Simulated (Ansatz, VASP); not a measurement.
**One calculation of CdTe, two programs**

File INCAR:

```
SYSTEM = CdTe
PREC     = Accurate       ! precision mode
ENCUT    = 500            ! plane-wave cutoff, eV
EDIFF    = 1E-6           ! SCF threshold, eV
ISMEAR   = 0              ! smearing method
SIGMA    = 0.05           ! smearing width, eV
LREAL    = .FALSE.        ! projectors in reciprocal space
LASPH    = .TRUE.         ! aspherical terms in the spheres
NELM     = 120            ! most SCF steps
ALGO     = Normal         ! electronic algorithm
ISIF     = 2              ! what is computed and relaxed
LWAVE    = .FALSE.        ! write WAVECAR
LCHARG   = .TRUE.         ! write CHGCAR
GGA      = RE             ! functional
IVDW     = 13             ! dispersion correction
LELF     = .TRUE.         ! ELF
LVHAR    = .TRUE.       
NBANDS   = 16             ! bands
GGA_COMPAT= .FALSE.
```

File KPOINTS:

```
Automatic mesh
0
G
  6 6 6
  0 0 0
```

The input POSCAR:

```
CdTe
1.0
    0.0000000000      3.0497446824      3.0497446824
    3.0497446824      0.0000000000      3.0497446824
    3.0497446824      3.0497446824      0.0000000000
Cd Te
1 1
Direct
    0.5000000000      0.5000000000      0.5000000000
    0.0000000000      0.0000000000      0.0000000000
```

Input for Ansatz:

```yaml
crystal:
  lattice:
    - [0.0, 3.0497446824, 3.0497446824]
    - [3.0497446824, 0.0, 3.0497446824]
    - [3.0497446824, 3.0497446824, 0.0]
  atoms:
    - { symbol: Cd, position: [0.5, 0.5, 0.5] }
    - { symbol: Te, position: [0.0, 0.0, 0.0] }
basis:
  ecutwfc: 420
  ecutrho_ratio: 4
kpoints:
  mp_grid: { grid: [6, 6, 6] }
hamiltonian:
  xc: revpbe
  dispersion: d4
scf:
  occupations: { method: gaussian, width: 0.05 }
output:
  forces: true
  stress: true
  eigenvalues: true
```

Alike in both runs: task single point; functional revPBE; dispersion D4; k mesh 6 × 6 × 6; occupations gaussian, width 0.05 eV; no spin polarisation.

|  | VASP | Ansatz |
| --- | --- | --- |
| version | VASP 6.6.1 | Ansatz 0.2.0 |
| potentials or method | VASP PAW PBE potentials, release 64 (Cd, Te), cutoff 500 eV | scalar-relativistic, plane waves, PAW |
| valence electrons in the cell | 18 | 36 |

Ansatz gave:

| Quantity | Value |
| --- | --- |
| gap on the k mesh at the Fermi level (eV) | none |
| pressure (GPa) | -2.0 |

**Question.** Estimate VASP's values.

**Answer.** gap on the k mesh at the Fermi level (eV): none; pressure (GPa): -1.8.

VASP's potentials were made for PBE, not for revPBE. A gap of «none» marks a metal or a gap that the smearing closes. VASP's potentials hold 18 valence electrons a cell and Ansatz's 36, so a difference there can come from the potentials and not from the codes.

Spin-orbit coupling is off throughout.
